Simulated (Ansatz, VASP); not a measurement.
# Two plane-wave programs on SnO

```
Sn O
1.0
    -7.59720   -7.59720    0.00000
     7.59720   -7.59720    0.00000
     0.00000    7.59720    9.68160
Sn O
32 32
Direct
  0.93422 0.18422 0.61845
  0.93422 0.18422 0.11845
  0.68422 0.43423 0.61845
  0.93422 0.68422 0.11845
  0.43423 0.18422 0.61845
  0.68422 0.43423 0.11845
  0.93422 0.68422 0.61845
  0.43423 0.18422 0.11845
  0.68422 0.93422 0.11845
  0.18422 0.43423 0.61845
  0.43423 0.68422 0.11845
  0.68422 0.93422 0.61845
  0.18422 0.43423 0.11845
  0.43423 0.68422 0.61845
  0.18422 0.93422 0.11845
  0.18422 0.93422 0.61845
  0.81578 0.31577 0.38155
  0.56578 0.06578 0.38155
  0.81578 0.31577 0.88155
  0.56578 0.06578 0.88155
  0.81578 0.81578 0.88155
  0.31577 0.31577 0.38155
  0.56578 0.56578 0.88155
  0.81578 0.81578 0.38155
  0.06578 0.06578 0.38155
  0.31577 0.31577 0.88155
  0.56578 0.56578 0.38155
  0.06578 0.06578 0.88155
  0.31577 0.81578 0.88155
  0.06578 0.56578 0.88155
  0.31577 0.81578 0.38155
  0.06578 0.56578 0.38155
  0.00000 0.00000 0.00000
  0.00000 0.00000 0.50000
  0.00000 0.50000 0.50000
  0.50000 0.00000 0.00000
  0.75000 0.25000 0.50000
  0.00000 0.50000 0.00000
  0.50000 0.00000 0.50000
  0.75000 0.25000 0.00000
  0.50000 0.50000 0.50000
  0.75000 0.75000 0.00000
  0.25000 0.25000 0.50000
  0.50000 0.50000 0.00000
  0.75000 0.75000 0.50000
  0.25000 0.25000 0.00000
  0.25000 0.75000 0.00000
  0.25000 0.75000 0.50000
  0.75000 0.00000 0.00000
  0.00000 0.25000 0.50000
  0.75000 0.00000 0.50000
  0.00000 0.25000 0.00000
  0.75000 0.50000 0.50000
  0.00000 0.75000 0.00000
  0.25000 0.00000 0.00000
  0.50000 0.25000 0.50000
  0.75000 0.50000 0.00000
  0.00000 0.75000 0.50000
  0.25000 0.00000 0.50000
  0.50000 0.25000 0.00000
  0.25000 0.50000 0.50000
  0.50000 0.75000 0.00000
  0.25000 0.50000 0.00000
  0.50000 0.75000 0.50000
```

Alike in both runs: task single point; functional PBE; k mesh 1 × 1 × 1; occupations gaussian, width 0.05 eV; no spin polarisation.

```csv
,VASP,Ansatz
version,VASP 6.6.1,Ansatz 0.2.0
potentials or method,"VASP PAW PBE potentials, release 64 (Sn_d, O), cutoff 600 eV","scalar-relativistic, plane waves, PAW"
valence electrons in the cell,640,640
```

```csv
,VASP,Ansatz,Ansatz less VASP
gap on the k mesh at the Fermi level (eV),0.08,0.07,-0.012
rms of the force components (eV/Å),0.238,0.212,-0.0258
```

Atom by atom the forces differ by 0.026 eV/Å (rms over components).

The k mesh is coarse, so the values compare programs but aren't converged.
